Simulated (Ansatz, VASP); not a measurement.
**SnTe3: VASP beside Ansatz**

Contents of INCAR:

```
PREC = Accurate ; ENCUT = 520
EDIFF = 1E-6 ; ISMEAR = 0
SIGMA = 0.1 ; LREAL = F
LASPH = T ; NELM = 60
ALGO = Normal ; ISIF = 2
LWAVE = F ; LCHARG = T
GGA = PE ; LELF = T
LVHAR = T ; NBANDS = 24
```

Contents of KPOINTS:

```
regular mesh
0
Gamma
  10 10 10
```

File POSCAR:

```
SnTe3
1.0
   -3.3118605431      3.3118605431      3.3118605431
    3.3118605431     -3.3118605431      3.3118605431
    3.3118605431      3.3118605431     -3.3118605431
Sn Te
1 3
Direct
    0.0000000000      0.0000000000      0.0000000000
    0.0000000000      0.5000000000      0.5000000000
    0.5000000000      0.0000000000      0.5000000000
    0.5000000000      0.5000000000      0.0000000000
```

Input for Ansatz:

```yaml
crystal:
  lattice:
    - [-3.3118605431, 3.3118605431, 3.3118605431]
    - [3.3118605431, -3.3118605431, 3.3118605431]
    - [3.3118605431, 3.3118605431, -3.3118605431]
  atoms:
    - { symbol: Sn, position: [0.0, 0.0, 0.0] }
    - { symbol: Te, position: [0.0, 0.5, 0.5] }
    - { symbol: Te, position: [0.5, 0.0, 0.5] }
    - { symbol: Te, position: [0.5, 0.5, 0.0] }
basis:
  ecutwfc: 420
kpoints:
  mp_grid: { grid: [10, 10, 10] }
hamiltonian:
  xc: pbe
scf:
  occupations: { method: gaussian, width: 0.1 }
output:
  forces: true
  stress: true
  eigenvalues: true
```

Alike in both runs: task single point; functional PBE; k mesh 10 × 10 × 10; occupations gaussian, width 0.1 eV; no spin polarisation.

|  | VASP | Ansatz |
| --- | --- | --- |
| version | VASP 6.6.1 | Ansatz 0.2.0 |
| potentials or method | VASP PAW PBE potentials, release 64 (Sn_d, Te), cutoff 520 eV | scalar-relativistic, plane waves, PAW |
| valence electrons in the cell | 32 | 62 |

VASP gave:

| Property | Result |
| --- | --- |
| gap on the k mesh at the Fermi level (eV) | none |
| pressure (GPa) | -3.4 |

Problem. Which values does Ansatz return?

Solution. gap on the k mesh at the Fermi level (eV): none; pressure (GPa): -3.3.

A gap of «none» marks a metal or a gap that the smearing closes. VASP's potentials hold 32 valence electrons a cell and Ansatz's 62, so a difference there can come from the potentials and not from the codes.

Spin-orbit coupling is off throughout.
